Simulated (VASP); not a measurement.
# Al in VASP: single point with PBEsol+D3(BJ)

Aim: the single point of Al with PBEsol+D3(BJ).

All numbers are computed with VASP 6.6.1; they aren't measurements. Logs are shortened: lines on timing, memory, paths and dates and some standing lists are left out, and cuts for length are marked.

**1. The cell of the first run**

The cell holds a slab with vacuum, 18 atoms: a = 4.917 Å, b = 4.917 Å, c = 28.337 Å, α = 90.00°, β = 90.00°, γ = 120.00°.

**2. Single point, PBEsol+D3(BJ)**

INCAR

```
PREC     = Accurate       # precision mode
ENCUT    = 400            # plane-wave cutoff, eV
EDIFF    = 1E-6           # SCF threshold, eV
ISMEAR   = 1              # smearing method
SIGMA    = 0.1            # smearing width, eV
LREAL    = F              # projectors in reciprocal space
LASPH    = T              # aspherical terms in the spheres
NELM     = 120            # most SCF steps
ALGO     = Normal         # electronic algorithm
ISIF     = 2              # what is computed and relaxed
LWAVE    = F              # write WAVECAR
LCHARG   = F              # write CHGCAR
LDIPOL   = T            
IDIPOL   = 3            
DIPOL    = 0.5 0.5 0.449
GGA      = PS             # functional
IVDW     = 12             # dispersion correction
NBANDS   = 42             # bands
GGA_COMPAT= F            
NELMDL   = -8
```

KPOINTS

```
Automatic mesh
0
Gamma
  9 9 1
```

POSCAR

```
Al
1.0
    4.9167405043      0.0000000000      0.0000000000
   -2.4583702521      4.2580221805      0.0000000000
    0.0000000000      0.0000000000     28.3367820834
Al
18
Direct
   -0.0000003333     -0.0000003333      0.2470287550
    0.3333333333      0.6666670000      0.2470287550
    0.6666670000      0.3333333333      0.2470287550
    0.3333333333      0.9999146808      0.3284363798
    0.6667519859      0.6667519859      0.3284363798
   -0.0000853192      0.3333333333      0.3284363798
    0.6666666667      1.0000000000      0.4087756310
    0.0000000000      0.6666666667      0.4087756310
    0.3333333333      0.3333333333      0.4087837204
    0.0000163281      0.0000163281      0.4895345955
    0.3333333333      0.6666503386      0.4895345955
    0.6666503386      0.3333333333      0.4895345955
    0.3333333333      0.9995723727      0.5697684914
    0.6670942940      0.6670942940      0.5697684914
   -0.0004276273      0.3333333333      0.5697684914
    0.6666666667      1.0000000000      0.6510188656
    0.0000000000      0.6666666667      0.6510188656
    0.3333333333      0.3333333333      0.6504863979
```

Potentials or basis: VASP PAW PBE potentials, release 64 (Al).

Run with:

```
> cat potpaw_PBE.64/Al/POTCAR > POTCAR
> mpirun -np 1 vasp_std > vasp.out
```

OUTCAR:

```text
PREC = Accurate
   ENCUT = 400
   EDIFF = 1E-6
   ISMEAR = 1
   LREAL = F
   LASPH = T
   NELM = 120
   ISIF = 2
   GGA = PS
   IVDW = 12
   NELMDL = -8
 IVDW          = 12

 ion  position               nearest neighbor table
   1  1.000  1.000  0.247-   5 2.83   6 2.83   4 2.83   3 2.84   2 2.84   3 2.84   2 2.84   2 2.84
                             3 2.84
   2  0.333  0.667  0.247-   4 2.83   6 2.83   5 2.83   3 2.84   1 2.84   3 2.84   1 2.84   1 2.84
                             3 2.84
   3  0.667  0.333  0.247-   6 2.83   4 2.83   5 2.83   2 2.84   1 2.84   2 2.84   1 2.84   1 2.84
                             2 2.84
   4  0.333  1.000  0.328-   8 2.81   7 2.81   9 2.81   2 2.83   1 2.83   3 2.83   5 2.84   6 2.84
                             5 2.84   6 2.84   6 2.84   5 2.84
   5  0.667  0.667  0.328-   7 2.81   8 2.81   9 2.81   1 2.83   3 2.83   2 2.83   6 2.84   4 2.84
                             6 2.84   4 2.84   4 2.84   6 2.84
   6  1.000  0.333  0.328-   7 2.81   8 2.81   9 2.81   3 2.83   1 2.83   2 2.83   5 2.84   4 2.84
                             5 2.84   4 2.84   4 2.84   5 2.84
   7  0.667  0.000  0.409-   5 2.81   6 2.81   4 2.81  12 2.81  10 2.81  11 2.81   8 2.84   8 2.84
                             8 2.84   9 2.84   9 2.84   9 2.84
   8  0.000  0.667  0.409-   4 2.81   5 2.81   6 2.81  10 2.81  11 2.81  12 2.81   7 2.84   7 2.84
                             7 2.84   9 2.84   9 2.84   9 2.84
   9  0.333  0.333  0.409-   4 2.81   6 2.81   5 2.81  10 2.81  11 2.81  12 2.81   8 2.84   7 2.84
[... 5 lines left out ...]
  12  0.667  0.333  0.490-  15 2.80  13 2.80  14 2.80   9 2.81   7 2.81   8 2.81  10 2.84  11 2.84
                            11 2.84  10 2.84  11 2.84  10 2.84
  13  0.333  1.000  0.570-  11 2.80  10 2.80  12 2.80  18 2.82  17 2.83  16 2.83  14 2.84  15 2.84
                            14 2.84  15 2.84  15 2.84  14 2.84
  14  0.667  0.667  0.570-  10 2.80  12 2.80  11 2.80  18 2.82  16 2.83  17 2.83  15 2.84  13 2.84
                            15 2.84  13 2.84  13 2.84  15 2.84
  15  1.000  0.333  0.570-  12 2.80  10 2.80  11 2.80  18 2.82  16 2.83  17 2.83  14 2.84  13 2.84
                            14 2.84  13 2.84  13 2.84  14 2.84
  16  0.667  0.000  0.651-  14 2.83  15 2.83  13 2.83  17 2.84  17 2.84  17 2.84  18 2.84  18 2.84
                            18 2.84
  17  0.000  0.667  0.651-  13 2.83  14 2.83  15 2.83  16 2.84  16 2.84  16 2.84  18 2.84  18 2.84
                            18 2.84
  18  0.333  0.333  0.650-  13 2.82  15 2.82  14 2.82  17 2.84  16 2.84  16 2.84  16 2.84  17 2.84
                            17 2.84

  LATTYP: Found a hexagonal cell.
 ALAT       =     4.9167405043
 C/A-ratio  =     5.7633267525

  Lattice vectors:

 A1 = (   4.9167405043,   0.0000000000,   0.0000000000)
 A2 = (  -2.4583702521,   4.2580221805,   0.0000000000)
 A3 = (   0.0000000000,   0.0000000000,  28.3367820834)

Analysis of symmetry for initial positions (statically):
=====================================================================
 Subroutine PRICEL returns:
[... 166 lines left out ...]
  Fermi-wavevector in a.u.,A,eV,Ry     =   0.736423  1.391638  7.378701  0.542319
  Thomas-Fermi vector in A             =   1.829859
   LORBIT       =      0    0 simple, 1 ext, 2 COOP (PROOUT), +10 PAW based schemes
   GGA     = PS    functional components
   LHFCALC =     F    Hartree Fock is set to
   AEXX    =    0.0000 exact exchange contribution
   IVDW    =    12    specifies the selected vdW correction
   LEPSILON=     F    determine dielectric tensor
   LRPA    =     F    only Hartree local field effects (RPA)
 non-spin polarized calculation
 Methfessel and Paxton  Order N= 1 SIGMA  =   0.10
  energy-cutoff  :      400.00
  volume of cell :      593.25
 maximum number of plane-waves:     10818
   NGX = 17   NGY = 17   NGZ = 93

 dipolmoment           0.000000      0.000000     -0.002343 electrons x Angstroem

 number of electron      54.0000000 magnetization

 dipolmoment           0.000000      0.000000      0.000282 electrons x Angstroem

 Free energy of the ion-electron system (eV)
  ---------------------------------------------------
  ext. energy  EPLUGINS =         0.00000000
  ---------------------------------------------------
  free energy    TOTEN  =       -71.13724330 eV

  energy without entropy =      -71.13655428  energy(sigma->0) =      -71.13701363

 E-fermi :   1.9598     XC(G=0):  -5.6820

 val. band max:        1.9270971273   @ k =   0.2222   0.2222   0.0000
 cond. band min:       1.9689160739   @ k =   0.3333   0.0000   0.0000
 fundamental gap:      0.0418189466
 Fermi energy:         1.9597906006

 k-point     1 :       0.0000    0.0000    0.0000
  band No.  band energies     occupation
      1      -9.2476      2.00000
      2      -8.7110      2.00000
      3      -7.8551      2.00000
      4      -6.7308      2.00000
      5      -5.2795      2.00000
      6      -3.4938      2.00000
[... 493 lines left out ...]
     38       5.0208      0.00000
     39       5.0223      0.00000
 [bands above 39 left out]

------------------------ aborting loop because EDIFF is reached ----------------------------------------

 vacuum level on the upper side and lower side of the slab       (xc-potential included)        -0.073        -0.077

 Edisp (eV)   -4.75305

 E8    (eV) :    -3.2525

  FORCE on cell =-STRESS in cart. coord.  units (eV):
  Direction    XX          YY          ZZ          XY          YZ          ZX
  --------------------------------------------------------------------------------------
  -------------------------------------------------------------------------------------
  Total      -7.74281    -7.74281     0.06004    -0.00000     0.00000     0.00000
  in kB     -20.91094   -20.91094     0.16216    -0.00000     0.00000     0.00000
  external pressure =      -13.89 kB  Pullay stress =        0.00 kB

 VOLUME and BASIS-vectors are now :
 -----------------------------------------------------------------------------
  energy-cutoff  :      400.00
  volume of cell :      593.25
      direct lattice vectors                 reciprocal lattice vectors
     4.916740504  0.000000000  0.000000000     0.203386776  0.117425410  0.000000000
    -2.458370252  4.258022181  0.000000000     0.000000000  0.234850820  0.000000000
     0.000000000  0.000000000 28.336782083     0.000000000  0.000000000  0.035289822

 POSITION                                       TOTAL-FORCE (eV/Angst)
 -----------------------------------------------------------------------------------
      2.45837      4.25802      7.00000         0.000233      0.000403      0.005908
     -0.00000      2.83868      7.00000         0.000233     -0.000403      0.005908
      2.45837      1.41934      7.00000        -0.000466      0.000000      0.005908
     -0.81925      4.25766      9.30683        -0.001327      0.002298     -0.003141
      1.63912      2.83904      9.30683        -0.001327     -0.002298     -0.003141
      4.09686      1.41934      9.30683         0.002654      0.000000     -0.003141
[... 10 lines left out ...]
     -1.63891      2.83868     18.44778         0.000000      0.000000      0.008564
      0.81946      1.41934     18.43269         0.000000      0.000000      0.048429
 -----------------------------------------------------------------------------------
    total drift:                                0.000001      0.000001     -0.000042

  FREE ENERGIE OF THE ION-ELECTRON SYSTEM (eV)
  ---------------------------------------------------
  free  energy   TOTEN  =       -75.8902906202 eV

  energy  without entropy=      -75.8896016030  energy(sigma->0) =      -75.89006095

 vacuum level on the upper side and lower side of the slab         6.007         6.003
```

stdout:

```text
POSCAR found type information on POSCAR Al
 POSCAR found :  1 types and      18 ions
 scaLAPACK will be used
 -----------------------------------------------------------------------------
|                                                                             |
|                                                                             |
|     You have a (more or less) 'large supercell' and for larger cells it     |
|     might be more efficient to use real-space projection operators.         |
|     Therefore, try LREAL= Auto in the INCAR file.                           |
|     Mind: For very accurate calculation, you might also keep the            |
|     reciprocal projection scheme (i.e. LREAL=.FALSE.).                      |
|                                                                             |
 -----------------------------------------------------------------------------

 -----------------------------------------------------------------------------
|                                                                             |
|                                                                             |
|     You enforced a specific xc type in the INCAR file but a different       |
|     I HOPE YOU KNOW WHAT YOU ARE DOING!                                     |
|                                                                             |
 -----------------------------------------------------------------------------

 LDA part: xc-table for (Slater+PW92), standard interpolation
 POSCAR, INCAR and KPOINTS ok, starting setup
 FFT: planning ... GRIDC
 FFT: planning ... GRID_SOFT
 FFT: planning ... GRID
 WAVECAR not read
 entering main loop
```

Wall time 15 min (1 thread of Intel Xeon 8259CL, shared host); peak memory 0.52 GiB.

What came out:

| Item | Value |
| --- | --- |
| Free energy | -75.8903 eV |
| Largest force | 0.048 eV/Å |
| Band gap on the k mesh | zero (band 27 reaches 2.47 eV, above the bottom of band 28 at 0.51 eV) |
| Dispersion energy per atom | -0.264 eV |

Forces in eV/Å, atoms in the order of the input:
```
Al   0.000  0.000  0.006
Al   0.000  0.000  0.006
Al   0.000  0.000  0.006
Al  -0.001  0.002 -0.003
Al  -0.001 -0.002 -0.003
Al   0.003  0.000 -0.003
Al   0.000  0.000 -0.002
Al   0.000  0.000 -0.002
Al   0.000  0.000 -0.004
Al   0.001  0.001 -0.007
Al   0.001 -0.001 -0.007
Al  -0.002  0.000 -0.007
Al  -0.002  0.003 -0.015
Al  -0.002 -0.003 -0.015
Al   0.003  0.000 -0.015
Al   0.000  0.000  0.009
Al   0.000  0.000  0.009
Al   0.000  0.000  0.048
```

Levels at points of the mesh, in eV from the Fermi level:
```tsv
k point	band 24	band 25	band 26	band 27	band 28	band 29	band 30	band 31
(0.00, 0.00, 0.00)	-1.94	-1.94	-1.59	-1.45	-1.45	-0.73	-0.73	-0.73
```

Caveat: the PAW data sets were made with another functional, which shifts forces and pressure a little.
